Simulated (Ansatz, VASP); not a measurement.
Two plane-wave programs on BN

File INCAR:

```
SYSTEM = BN
ALGO     = Normal         ! electronic algorithm
EDIFF    = 1E-6           ! SCF threshold, eV
ENCUT    = 600            ! plane-wave cutoff, eV
GGA      = PS             ! functional
GGA_COMPAT= .FALSE.      
ISIF     = 2              ! what is computed and relaxed
ISMEAR   = 0              ! smearing method
LASPH    = .TRUE.         ! aspherical terms in the spheres
LCHARG   = .TRUE.         ! write CHGCAR
LELF     = .TRUE.         ! ELF
LREAL    = .FALSE.        ! projectors in reciprocal space
LVHAR    = .TRUE.       
LWAVE    = .FALSE.        ! write WAVECAR
NBANDS   = 11             ! bands
NELM     = 120            ! most SCF steps
PREC     = Accurate       ! precision mode
SIGMA    = 0.02           ! smearing width, eV
```

Contents of KPOINTS:

```
k-points
0
G
  12 12 12
  0 0 0
```

Contents of POSCAR:

```
BN
1.0
    0.0000000000      1.7846307732      1.7846307732
    1.7846307732      0.0000000000      1.7846307732
    1.7846307732      1.7846307732      0.0000000000
B N
1 1
Direct
    0.0000000000      0.0000000000      0.0000000000
    0.2500000000      0.2500000000      0.2500000000
```

Input for Ansatz:

```yaml
crystal:
  lattice:
    - [0.0, 1.7846307732, 1.7846307732]
    - [1.7846307732, 0.0, 1.7846307732]
    - [1.7846307732, 1.7846307732, 0.0]
  atoms:
    - { symbol: B, position: [0.0, 0.0, 0.0] }
    - { symbol: "N", position: [0.25, 0.25, 0.25] }
basis:
  ecutwfc: 420
kpoints:
  mp_grid: { grid: [12, 12, 12] }
hamiltonian:
  xc: pbesol
  pseudopotentials: { kind: paw }
scf:
  occupations: { method: gaussian, width: 0.02 }
output:
  forces: true
  stress: true
  eigenvalues: true
```

Alike in both runs: task single point; functional PBEsol; k mesh 12 × 12 × 12; occupations gaussian, width 0.02 eV; no spin polarisation.

|  | VASP | Ansatz |
| --- | --- | --- |
| version | VASP 6.6.1 | Ansatz 0.2.0 |
| potentials or method | VASP PAW PBE potentials, release 64 (B, N), cutoff 600 eV | scalar-relativistic, plane waves, PAW |
| valence electrons in the cell | 8 | 8 |

VASP gave:

- gap on the k mesh at the Fermi level (eV): 4.32
- least direct gap on the mesh (eV): 8.94
- pressure (GPa): 12.9

Question: Which values does Ansatz return?

Answer: gap on the k mesh at the Fermi level (eV): 4.33; least direct gap on the mesh (eV): 8.95; pressure (GPa): 12.4.

VASP's potentials were made for PBE, not for PBEsol.
